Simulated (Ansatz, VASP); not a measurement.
**C in VASP and in Ansatz**

```
CELL_PARAMETERS angstrom
0.00000 1.77693 1.77693
1.77693 0.00000 1.77693
1.77693 1.77693 0.00000
ATOMIC_POSITIONS crystal
C 0.00000 0.00000 0.00000
C 0.25000 0.25000 0.25000
```

Alike in both runs: functional PBEsol; k mesh 8 × 8 × 8; occupations gaussian, width 0.1 eV; no spin polarisation.

Ansatz relaxed the structure, and its values are those at the end. VASP's run is a single point on that final structure, the one shown.

|  | VASP | Ansatz |
| --- | --- | --- |
| version | VASP 6.6.1 | Ansatz 0.2.0 |
| potentials or method | VASP PAW PBE potentials, release 64 (C_h), cutoff 910 eV | scalar-relativistic, plane waves, PAW |
| valence electrons in the cell | 8 | 8 |

```tsv
	VASP	Ansatz	Ansatz less VASP
gap on the k mesh at the Fermi level (eV)	4.03	4.03	+0.001
least direct gap on the mesh (eV)	5.57	5.57	-0.005
```

VASP's potentials were made for PBE, not for PBEsol. The functional is the same, so the differences come from potentials, cutoffs and numerics.

Noted on VASP's run: the cutoff is short for stress, so the pressure is rough.
